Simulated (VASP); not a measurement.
Input of a VASP 6.6.1 run:

File INCAR:

```
PREC     = Accurate       # precision mode
ENCUT    = 520            # plane-wave cutoff, eV
EDIFF    = 1E-6           # SCF threshold, eV
ISMEAR   = 0              # smearing method
SIGMA    = 0.15           # smearing width, eV
LREAL    = F              # projectors in reciprocal space
LASPH    = T              # aspherical terms in the spheres
NELM     = 60             # most SCF steps
ALGO     = Normal         # electronic algorithm
ISIF     = 2              # what is computed and relaxed
LWAVE    = F              # write WAVECAR
LCHARG   = F              # write CHGCAR
GGA      = PS             # functional
NBANDS   = 12             # bands
```

Contents of KPOINTS:

```
Automatic mesh
0
Gamma
  18 18 18
```

POSCAR

```
As
1.0
    1.7387682482      1.0038783162      3.4857700000
   -1.7387682482      1.0038783162      3.4857700000
    0.0000000000     -2.0077566323      3.4857700000
As
2
Direct
    0.2275400000      0.2275400000      0.2275400000
    0.7724600000      0.7724600000      0.7724600000
```

Potentials or basis: VASP PAW PBE potentials, release 64 (As).

The run is started by

```bash
$ cat potpaw_PBE.64/As/POTCAR > POTCAR
$ mpirun -np 1 vasp_std > vasp.out
```

What does it give for the pressure?

19.0 GPa.

Predict the largest force.

1.668 eV/Å.

Estimate the band gap on the k mesh.

zero (band 5 reaches 8.23 eV, above the bottom of band 6 at 6.77 eV).

Forces on the atoms (eV/Å):
```
As   0.000  0.000  1.668
As   0.000  0.000 -1.668
```

Caveat: the cell differs from its parent crystal (strain -0.0750 x Voigt [1, 1, 0, 0, 0, 0]); the PAW data sets were made with another functional, which shifts forces and pressure a little.
